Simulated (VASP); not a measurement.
# Mo (Im-3m) in VASP: a series of runs, part 2 of 2

VASP 6.6.1. Earlier steps stand in the parts before.

## 3. Single point, PBEsol

This run uses another cell than the first one, of 15.36 Å³/atom, 0.967 times its volume.

Input file INCAR:

```
PREC = Accurate
ENCUT = 520
EDIFF = 1E-6
ISMEAR = 0
SIGMA = 0.1
LREAL = F
LASPH = T
NELM = 80
ALGO = Normal
ISIF = 2
LWAVE = F
LCHARG = F
GGA = PS
NBANDS = 13
```

Input file KPOINTS:

```
regular mesh
0
Gamma
  8 8 8
```

Input file POSCAR:

```
Mo
1.0
   -1.5659380055      1.5659380055      1.5659380055
    1.5659380055     -1.5659380055      1.5659380055
    1.5659380055      1.5659380055     -1.5659380055
Mo
1
Direct
    0.0000000000      0.0000000000      0.0000000000
```

Potentials or basis: VASP PAW PBE potentials, release 64 (Mo_sv).

Command:

```sh
> cat potpaw_PBE.64/Mo_sv/POTCAR > POTCAR
> mpirun -np 1 vasp_std > vasp.out
```

OUTCAR:

```text
PREC = Accurate
   ENCUT = 520
   EDIFF = 1E-6
   ISMEAR = 0
   LREAL = F
   LASPH = T
   NELM = 80
   ISIF = 2
   GGA = PS

 ion  position               nearest neighbor table
   1  0.000  0.000  0.000-

  LATTYP: Found a body centered cubic cell.
 ALAT       =     3.1318760110

  Lattice vectors:

 A1 = (  -1.5659380055,   1.5659380055,   1.5659380055)
 A2 = (   1.5659380055,  -1.5659380055,   1.5659380055)
 A3 = (   1.5659380055,   1.5659380055,  -1.5659380055)

Analysis of symmetry for initial positions (statically):
=====================================================================
 Subroutine PRICEL returns:
 Original cell was already a primitive cell.

 Routine SETGRP: Setting up the symmetry group for a
 body centered cubic supercell.

 Subroutine GETGRP returns: Found 48 space group operations
 (whereof 48 operations were pure point group operations)
 out of a pool of 48 trial point group operations.

The static configuration has the point symmetry O_h .

[... 163 lines left out ...]
 Fermi energy:        12.6174367833

 k-point     1 :       0.0000    0.0000    0.0000
  band No.  band energies     occupation
      1     -48.4517      2.00000
      2     -21.6969      2.00000
      3     -21.6969      2.00000
      4     -21.6969      2.00000
      5       5.4063      2.00000
      6      11.3457      2.00000
      7      11.3457      2.00000
      8      11.3457      2.00000
      9      14.4257      0.00000
     10      14.4257      0.00000
     11      27.5828      0.00000
     12      27.5828      0.00000
     13      27.5828      0.00000
[... 354 lines left out ...]
  band No.  band energies     occupation
      1     -48.1025      2.00000
      2     -22.8037      2.00000
      3     -22.3794      2.00000
      4     -22.2453      2.00000
      5       8.6902      2.00000
      6       9.2836      2.00000
      7      12.1005      2.00000
      8      12.9537      0.00000
      9      15.7197      0.00000
     10      17.8506      0.00000
     11      26.7701      0.00000
     12      28.8346      0.00000
     13      29.8503      0.00000

 [... further k-points ...]

------------------------ aborting loop because EDIFF is reached ----------------------------------------

  FORCE on cell =-STRESS in cart. coord.  units (eV):
  Direction    XX          YY          ZZ          XY          YZ          ZX
  --------------------------------------------------------------------------------------
  -------------------------------------------------------------------------------------
  Total        0.0467585      0.0467585      0.0467585      0.0000000      0.0000000     -0.0000000
  in kB        4.8773943      4.8773943      4.8773943      0.0000000      0.0000000     -0.0000000
  external PRESSURE =       4.8773943 kB  Pullay stress =       0.0000000 kB

 VOLUME and BASIS-vectors are now :
 -----------------------------------------------------------------------------
  energy-cutoff  :      520.00
  volume of cell :       15.36
      direct lattice vectors                 reciprocal lattice vectors
    -1.565938006  1.565938006  1.565938006     0.000000000  0.319297442  0.319297442
     1.565938006 -1.565938006  1.565938006     0.319297442  0.000000000  0.319297442
     1.565938006  1.565938006 -1.565938006     0.319297442  0.319297442  0.000000000

 POSITION                                       TOTAL-FORCE (eV/Angst)
 -----------------------------------------------------------------------------------
      0.00000      0.00000      0.00000        -0.000000      0.000000      0.000000
 -----------------------------------------------------------------------------------
    total drift:                                0.000000     -0.000000      0.000000

  FREE ENERGIE OF THE ION-ELECTRON SYSTEM (eV)
  ---------------------------------------------------
  free  energy   TOTEN  =       -11.7561236489 eV

  energy  without entropy=      -11.7514529308  energy(sigma->0) =      -11.75378829
```

OSZICAR:

```text
N       E                     dE             d eps       ncg     rms          rms(c)
DAV:   1     0.925601393190E+02    0.92560E+02   -0.81266E+03   770   0.112E+03
DAV:   2    -0.113809811808E+02   -0.10394E+03   -0.99862E+02   919   0.309E+02
DAV:   3    -0.125224094251E+02   -0.11414E+01   -0.11396E+01   809   0.323E+01
DAV:   4    -0.125247373648E+02   -0.23279E-02   -0.23279E-02   874   0.182E+00
DAV:   5    -0.125247517294E+02   -0.14365E-04   -0.14364E-04   819   0.127E-01    0.165E+01
DAV:   6    -0.118582063429E+02    0.66655E+00   -0.78127E-01   774   0.109E+01    0.448E+00
DAV:   7    -0.117614838904E+02    0.96722E-01   -0.15923E-01   834   0.464E+00    0.978E-01
DAV:   8    -0.117563045797E+02    0.51793E-02   -0.48800E-03   759   0.899E-01    0.196E-01
DAV:   9    -0.117561176453E+02    0.18693E-03   -0.20837E-04   844   0.175E-01    0.651E-02
DAV:  10    -0.117561233064E+02   -0.56611E-05   -0.16353E-05   784   0.491E-02    0.308E-03
DAV:  11    -0.117561236489E+02   -0.34245E-06   -0.15283E-07   422   0.508E-03
   1 F= -.11756124E+02 E0= -.11753788E+02  d E =-.467072E-02
```

Wall time 8.4 s (1 thread of Intel Xeon Platinum 8259CL at 2.50GHz (Skylake/Cascade Lake), shared host); peak memory 0.12 GiB.

Results:

* Free energy: -11.7561 eV
* Pressure: 0.5 GPa
* Band gap on the k mesh: zero (band 7 reaches 16.86 eV, above the bottom of band 8 at 11.35 eV)

Levels at points of the mesh, in eV from the Fermi level:
| k point | band 4 | band 5 | band 6 | band 7 | band 8 | band 9 | band 10 | band 11 |
| --- | --- | --- | --- | --- | --- | --- | --- | --- |
| (0.00, 0.00, 0.00) | -34.31 | -7.21 | -1.27 | -1.27 | -1.27 | 1.81 | 1.81 | 14.97 |
| (0.50, 0.00, 0.00) | -34.33 | -5.33 | -3.37 | 1.80 | 1.85 | 2.50 | 5.03 | 12.04 |
| (0.50, 0.50, 0.50) | -35.34 | -5.48 | -5.48 | 4.24 | 4.24 | 4.24 | 9.29 | 9.29 |

Caveat: the PAW data sets were made with another functional, which shifts forces and pressure a little.

## 4. Relaxation of cell and atoms, PBEsol

Input file INCAR:

```
SYSTEM = Mo
PREC = Accurate ; ENCUT = 600
EDIFF = 1E-6 ; ISMEAR = 0
SIGMA = 0.1 ; LREAL = .FALSE.
LASPH = .TRUE. ; NELM = 80
ALGO = Normal ; ISIF = 3
LWAVE = .FALSE. ; LCHARG = .FALSE.
GGA = PS ; IBRION = 2
NSW = 100 ; EDIFFG = -0.05
```

Input file KPOINTS:

```
Automatic mesh
0
G
  8 8 8
  0 0 0
```

Input file POSCAR:

```
Mo
1.0
   -1.5838089700      1.5838089700      1.5838089700
    1.5838089700     -1.5838089700      1.5838089700
    1.5838089700      1.5838089700     -1.5838089700
Mo
1
Direct
    0.0000000000      0.0000000000      0.0000000000
```

Command:

```sh
> cat potpaw_PBE.64/Mo_sv/POTCAR > POTCAR
> mpirun -np 1 vasp_std > vasp.out
```

Wall time 22 s (1 thread of Intel Xeon Platinum 8259CL at 2.50GHz (Skylake/Cascade Lake), shared host); peak memory 0.15 GiB.

The run converged. Its results:

```
Free energy                            : -11.7568 eV
Relaxed volume                         : 15.40 Å³/atom
Relaxed cell                           : a = 2.715 Å, b = 2.715 Å, c = 2.715 Å, α = 109.47°, β = 109.47°, γ = 109.47°
Space group after relaxing (to 0.05 Å) : Im-3m (No. 229)
Energy gained by relaxing              : 13.7 meV/atom
Ionic steps                            : 3
Pressure after relaxing                : -0.3 GPa
Band gap on the k mesh                 : zero (band 7 reaches 16.80 eV, above the bottom of band 8 at 11.31 eV)
```

The path:
```tsv
step	energy change (eV)	largest force (eV/Å)	pressure (GPa)	volume (Å³)
1	0.0000	0.0000	-8.38	15.89
2	0.1003	0.0000	29.56	14.05
3	-0.0137	0.0000	-0.34	15.40
```

Final structure:
```
Mo
1.0
    -1.56737    1.56737    1.56737
     1.56737   -1.56737    1.56737
     1.56737    1.56737   -1.56737
Mo
1
Cartesian
  0.0000 0.0000 0.0000
```

Levels at points of the mesh, in eV from the Fermi level:
| k point | band 5 | band 6 | band 7 | band 8 | band 9 | band 10 |
| --- | --- | --- | --- | --- | --- | --- |
| (0.00, 0.00, 0.00) | -7.20 | -1.27 | -1.27 | -1.27 | 1.80 | 1.80 |
| (0.50, 0.00, 0.00) | -5.31 | -3.35 | 1.79 | 1.85 | 2.49 | 5.01 |
| (0.50, 0.50, 0.50) | -5.45 | -5.45 | 4.22 | 4.22 | 4.22 | 9.27 |

Caveat: the PAW data sets were made with another functional, which shifts forces and pressure a little.

## 5. Single point, PBEsol

This run uses another cell than the first one, of 15.32 Å³/atom, 0.964 times its volume.

Input file INCAR:

```
SYSTEM = Mo
  PREC = Accurate
  ENCUT = 520
  EDIFF = 1E-6
  ISMEAR = 0
  SIGMA = 0.1
  LREAL = .False.
  LASPH = .True.
  NELM = 80
  ALGO = Normal
  ISIF = 2
  LWAVE = .False.
  LCHARG = .False.
  GGA = PS
  NBANDS = 13
```

Input file KPOINTS:

```
regular mesh
0
Gamma
  16 16 16
  0 0 0
```

Input file POSCAR:

```
Mo
1.0
   -1.5645539194      1.5645539194      1.5645539194
    1.5645539194     -1.5645539194      1.5645539194
    1.5645539194      1.5645539194     -1.5645539194
Mo
1
Direct
    0.0000000000      0.0000000000      0.0000000000
```

Command:

```sh
> cat potpaw_PBE.64/Mo_sv/POTCAR > POTCAR
> mpirun -np 1 vasp_std > vasp.out
```

Run time: 29 s. Hardware: 1 thread of Intel Xeon Platinum 8259CL at 2.50GHz (Skylake/Cascade Lake), shared host; peak memory 0.14 GiB.

It converged, with:

* Free energy: -11.7842 eV
* Pressure: 0.5 GPa
* Band gap on the k mesh: zero (band 7 reaches 16.93 eV, above the bottom of band 8 at 11.39 eV)

Levels at points of the mesh, in eV from the Fermi level:
| k point | band 5 | band 6 | band 7 | band 8 | band 9 | band 10 |
| --- | --- | --- | --- | --- | --- | --- |
| (0.00, 0.00, 0.00) | -7.35 | -1.40 | -1.40 | -1.40 | 1.69 | 1.69 |
| (0.50, 0.00, 0.00) | -5.48 | -3.51 | 1.68 | 1.73 | 2.38 | 4.93 |
| (0.50, 0.50, 0.50) | -5.63 | -5.63 | 4.13 | 4.13 | 4.13 | 9.18 |

Caveat: the PAW data sets were made with another functional, which shifts forces and pressure a little.

## 6. Overview

```csv
task,cell,k mesh,cutoff (eV),gap on the mesh (eV),pressure (GPa)
single point,"a = 2.743 Å, angles 109.5°, 1 atom",8 × 8 × 8,520,none,-8.2
single point,"a = 2.712 Å, angles 109.5°, 1 atom",8 × 8 × 8,520,none,0.5
relaxation of cell and atoms,"relaxed from a = 2.743 Å, angles 109.5°, 1 atom",8 × 8 × 8,600,none,-0.3
single point,"a = 2.710 Å, angles 109.5°, 1 atom",16 × 16 × 16,520,none,0.5
```

Alike in all rows: level PBEsol; potentials or basis VASP PAW PBE potentials, release 64 (Mo_sv); no spin polarisation; smearing gaussian 0.1 eV.

Caveats: the PAW data sets were made with another functional, which shifts forces and pressure a little.

Absolute energies hang on the potentials; compare differences alone.
